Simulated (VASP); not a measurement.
KF, 2 atoms in the cell. It takes space group I4/mmm (No. 139, tetragonal). Conventional cell: a = 3.779 Å, b = 3.779 Å, c = 5.237 Å, α = 90.00°, β = 90.00°, γ = 90.00°. K (site symmetry 4/mmm) has 6 F at 2.62 to 2.67 Å within 3.5 Å. Within 3.5 Å of F (site symmetry 4/mmm) lie 6 K at 2.62 to 2.67 Å. 

- Program: VASP 6.6.1
- Task: relaxation of the atoms
- Functional: PBE
- Potentials or basis: VASP PAW PBE potentials, release 64 (K_sv, F)
- Cutoff: 520 eV
- k mesh: 9 × 9 × 9
- Occupations: fermi-dirac, width 0.05 eV
- Spin: no spin polarisation
- Dipole correction: no
- Further INCAR settings: ALGO = Normal; EDIFF = 1e-06; IBRION = 2; EDIFFG = -0.01; NSW = 60

Potentials or basis: VASP PAW PBE potentials, release 64 (K_sv, F).

Launch:

```sh
$ cat potpaw_PBE.64/K_sv/POTCAR potpaw_PBE.64/F/POTCAR > POTCAR
$ mpirun -np 1 vasp_std > vasp.out
```

Hardware: 1 thread of Intel Xeon 8259CL (shared host).

How long does it take, and how much memory?

Wall time 43 s on 1 thread of Intel Xeon 8259CL (shared host), peak memory 0.18 GiB. Counts: scf iterations 13, k points 75, ion steps 1.
